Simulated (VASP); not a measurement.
Set up this calculation in VASP 6.6.1, as the native input.

* Task: single point
* Functional: r2SCAN
* Potentials or basis: VASP PAW PBE potentials, release 64 (Mg, F)
* Cutoff: 660 eV
* k mesh: 6 × 6 × 8
* Occupations: gaussian, width 0.01 eV
* Spin: no spin polarisation
* Dipole correction: no
* Further INCAR settings: ALGO = Normal; EDIFF = 1e-06; NBANDS = 25

The system is MgF2.

```xyz
6
Lattice="4.6682 0.0000 0.0000 0.0000 4.6682 0.0000 0.0000 0.0000 3.0276" Properties=species:S:1:pos:R:3 pbc="T T T"
Mg    0.0000    0.0000    0.0000
Mg    2.3341    2.3341    1.5138
F     1.4142    1.4142    0.0000
F     0.9199    3.7484    1.5138
F     3.7484    0.9199    1.5138
F     3.2540    3.2540    0.0000
```

This cell differs from its parent crystal: epitaxial xy strain +1.0%.

One way to write it, as run:

POSCAR

```
MgF2
1.0
    4.6682361545      0.0000000000      0.0000000000
    0.0000000000      4.6682361545      0.0000000000
    0.0000000000      0.0000000000      3.0276291993
Mg F
2 4
Direct
    0.0000000000      0.0000000000      0.0000000000
    0.5000000000      0.5000000000      0.5000000000
    0.3029505751      0.3029505751      0.0000000000
    0.1970494249      0.8029505751      0.5000000000
    0.8029505751      0.1970494249      0.5000000000
    0.6970494249      0.6970494249      0.0000000000
```

INCAR.step1

```
PREC     = Accurate       # precision mode
ENCUT    = 660            # plane-wave cutoff, eV
ISMEAR   = 0              # smearing method
SIGMA    = 0.01           # smearing width, eV
LREAL    = False          # projectors in reciprocal space
LASPH    = True           # aspherical terms in the spheres
NELM     = 120            # most SCF steps
NBANDS   = 25             # bands
GGA      = PE             # functional
ALGO     = Normal         # electronic algorithm
EDIFF    = 1E-5           # SCF threshold, eV
LWAVE    = True           # write WAVECAR
LCHARG   = False          # write CHGCAR
GGA_COMPAT= False
```

INCAR.step2

```
PREC     = Accurate       # precision mode
ENCUT    = 660            # plane-wave cutoff, eV
EDIFF    = 1E-6           # SCF threshold, eV
ISMEAR   = 0              # smearing method
SIGMA    = 0.01           # smearing width, eV
LREAL    = False          # projectors in reciprocal space
LASPH    = True           # aspherical terms in the spheres
NELM     = 120            # most SCF steps
ALGO     = Normal         # electronic algorithm
ISIF     = 2              # what is computed and relaxed
LWAVE    = False          # write WAVECAR
LCHARG   = True           # write CHGCAR
METAGGA  = R2SCAN         # meta-GGA
LMIXTAU  = True         
LELF     = True           # ELF
LVHAR    = True         
NBANDS   = 25             # bands
ISTART   = 1            
GGA_COMPAT= False
```

KPOINTS

```
regular mesh
0
Gamma
  6 6 8
```

Potentials or basis: VASP PAW PBE potentials, release 64 (Mg, F).

The run is started by

```bash
$ cat potpaw_PBE.64/Mg/POTCAR potpaw_PBE.64/F/POTCAR > POTCAR
$ cp INCAR.step1 INCAR
$ mpirun -np 1 vasp_std > vasp.out
$ cp INCAR.step2 INCAR
$ mpirun -np 1 vasp_std > vasp.out
```

Results of the run:

```json
{
 "Pressure": "-2.7 GPa",
 "Largest force": "0.005 eV/Å",
 "Band gap on the k mesh": "7.96 eV"
}
```

Caveat: the cell differs from its parent crystal (epitaxial xy strain +1.0%); the structure was generated, so it needn't be the stable form of MgF2; the PAW data sets were made with another functional, which shifts forces and pressure a little.

It took 6.5 min on 1 thread of Oxide Virtual Turin-like Processor, with other jobs on the host, peak memory 0.24 GiB.
